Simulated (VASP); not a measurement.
Set up this calculation in VASP 6.6.1, as the native input.

| Property | Result |
| --- | --- |
| Task | single point |
| Functional | PBE |
| Potentials or basis | VASP PAW PBE potentials, release 64 (Hf_pv) |
| Cutoff | 500 eV |
| k mesh | 18 × 18 × 10 |
| Occupations | gaussian, width 0.15 eV |
| Spin | no spin polarisation |
| Dipole correction | no |
| Further INCAR settings | ALGO = Normal; EDIFF = 1e-06; NBANDS = 17 |

The structure of Hf lies in POSCAR:

```
Hf
1.0
    2.9805000000      0.0000000000      0.0000000000
   -1.4902500000      2.5811887160      0.0000000000
    0.0000000000      0.0000000000      5.2704000000
Hf
2
Direct
    0.3333333333      0.6666666667      0.2500000000
    0.6666666667      0.3333333333      0.7500000000
```

The input as run:

INCAR

```
PREC = Accurate ; ENCUT = 500
EDIFF = 1E-6 ; ISMEAR = 0
SIGMA = 0.15 ; LREAL = False
LASPH = True ; NELM = 120
ALGO = Normal ; ISIF = 2
LWAVE = False ; LCHARG = False
GGA = PE ; NBANDS = 17
GGA_COMPAT = False
```

KPOINTS

```
regular mesh
0
Gamma
  18 18 10
```

Potentials or basis: VASP PAW PBE potentials, release 64 (Hf_pv).

Command:

```bash
$ cat potpaw_PBE.64/Hf_pv/POTCAR > POTCAR
$ mpirun -np 1 vasp_std > vasp.out
```

It gave:

- Pressure: 12.9 GPa
- Band gap on the k mesh: zero (bands 10 and 11 overlap by 0.82 eV)

Caveat: the stress differs along the axes, from 4 to 18 GPa; spin-orbit coupling is left out, which moves the levels of the heavy elements.

Wall time 120 s on 1 thread of Intel(R) Xeon(R) Platinum 8259CL CPU @ 2.50GHz (Skylake/Cascade Lake) (shared host), peak memory 0.25 GiB.
